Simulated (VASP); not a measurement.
Wanted: the native input for a VASP 6.6.1 run.

- Task: single point
- Functional: PBEsol
- Potentials or basis: VASP PAW PBE potentials, release 64 (Sn_d, Au, O)
- Cutoff: 520 eV
- k mesh: 6 × 6 × 4
- Occupations: fermi-dirac, width 0.03 eV
- Spin: no spin polarisation
- Dipole correction: no
- Further INCAR settings: ALGO = Normal; EDIFF = 1e-06; NBANDS = 36

The structure of SnAu2O3 lies in POSCAR:

```
SnAu2O3
1.0
    3.0965768550     -0.0000000025      0.0000000000
   -1.5482884253      2.6817142224      0.0000000000
    0.0000000000      0.0000000000     11.2265794712
Sn Au O
1 2 3
Direct
    0.0000000000      0.0000000000      0.0000000000
    0.3333333333      0.6666666667      0.6361020037
    0.6666666667      0.3333333333      0.3638979963
    0.3333333333      0.6666666667      0.0940950044
    0.6666666667      0.3333333333      0.9059049956
    0.0000000000      0.0000000000      0.5000000000
```

The input as run:

INCAR

```
SYSTEM = SnAu2O3
ALGO = Normal
EDIFF = 1E-6
ENCUT = 520
GGA = PS
ISIF = 2
ISMEAR = -1
LASPH = .True.
LCHARG = .False.
LREAL = .False.
LWAVE = .False.
NBANDS = 36
NELM = 60
PREC = Accurate
SIGMA = 0.03
```

KPOINTS

```
k-points
0
Gamma
  6 6 4
  0 0 0
```

Potentials or basis: VASP PAW PBE potentials, release 64 (Sn_d, Au, O).

Launch:

```bash
$ cat potpaw_PBE.64/Sn_d/POTCAR potpaw_PBE.64/Au/POTCAR potpaw_PBE.64/O/POTCAR > POTCAR
$ mpirun -np 1 vasp_std > vasp.out
```

Results of the run:

```
Pressure               : 0.3 GPa
Largest force          : 0.068 eV/Å
Band gap on the k mesh : zero (bands 27 and 28 overlap by 0.39 eV)
```

Caveat: the k points lie up to 0.39 Å⁻¹ apart; the PAW data sets were made with another functional, which shifts forces and pressure a little; spin-orbit coupling is left out, which moves the levels of the heavy elements.

Wall time 2.4 min on 1 thread of Intel Xeon 8259CL (shared host), peak memory 0.25 GiB.
